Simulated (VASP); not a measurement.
Set up this calculation in VASP 6.6.1, as the native input.

```yaml
Task: single point
Functional: LDA
Potentials_or_basis: VASP PAW PBE potentials, release 64 (Yb)
Cutoff: 520 eV
k_mesh: 11 × 11 × 11
Occupations: fermi-dirac, width 1 eV
Spin: no spin polarisation
Dipole_correction: no
Further_INCAR_settings: ALGO = Normal; EDIFF = 1e-06; NBANDS = 18
```

The structure of Yb lies in POSCAR:

```
Yb
1.0
    0.0000000000      2.4569516026      2.4569516026
    2.4569516026      0.0000000000      2.4569516026
    2.4569516026      2.4569516026      0.0000000000
Yb
1
Direct
    0.0000000000      0.0000000000      0.0000000000
```

The input as run:

INCAR

```
SYSTEM = Yb
PREC = Accurate ; ENCUT = 520
EDIFF = 1E-6 ; ISMEAR = -1
SIGMA = 1.0 ; LREAL = .FALSE.
LASPH = .TRUE. ; NELM = 100
ALGO = Normal ; ISIF = 2
LWAVE = .FALSE. ; LCHARG = .FALSE.
GGA = CA ; NBANDS = 18
```

KPOINTS

```
Automatic mesh
0
G
  11 11 11
  0 0 0
```

Potentials or basis: VASP PAW PBE potentials, release 64 (Yb).

Command:

```sh
$ cat potpaw_PBE.64/Yb/POTCAR > POTCAR
$ mpirun -np 1 vasp_std > vasp.out
```

It gave:

| Property | Result |
| --- | --- |
| Pressure | 2.6 GPa |
| Band gap on the k mesh | zero (filled and empty bands overlap) |

Caveat: so wide a smearing shifts energies and pressures; the PAW data sets were made with another functional, which shifts forces and pressure a little; spin-orbit coupling is left out, which moves the levels of the heavy elements.

It took 47 s on 1 thread of AMD EPYC 9R45 96-Core Processor (Zen 5), with other jobs on the host, peak memory 0.14 GiB.
